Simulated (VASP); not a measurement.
Input of a VASP 6.6.1 run:

File INCAR:

```
PREC = Accurate
ENCUT = 520
EDIFF = 1E-6
ISMEAR = 0
SIGMA = 0.05
LREAL = False
LASPH = True
NELM = 80
ALGO = Normal
ISIF = 2
LWAVE = False
LCHARG = True
GGA = PE
LELF = True
LVHAR = True
NBANDS = 11
```

Contents of KPOINTS:

```
Automatic mesh
0
Gamma
  12 12 12
```

The input POSCAR:

```
C
1.0
    0.0000000000      1.7857375322      1.7857375322
    1.7857375322      0.0000000000      1.7857375322
    1.7857375322      1.7857375322      0.0000000000
C
2
Direct
    0.5419994532      0.4580005468      0.3740016403
    0.7500000000      0.7500000000      0.7500000000
```

Potentials or basis: VASP PAW PBE potentials, release 64 (C).

Launch:

```console
$ cat potpaw_PBE.64/C/POTCAR > POTCAR
$ mpirun -np 1 vasp_std > vasp.out
```

(1) Predict the band gap on the k mesh.

(2) What does it give for the largest force?

(3) Predict the pressure.

## Answers

(1) zero (bands 4 and 5 overlap by 0.96 eV).

(2) 11.374 eV/Å.

(3) 39.1 GPa.

Caveat: the cell differs from its parent crystal (atom 1 (C) moved by (-0.300, -0.150) A along x and y); the cell stands under pressure; forces of over 1 eV/Å act on the atoms, so gaps and moduli don't describe the material at rest.
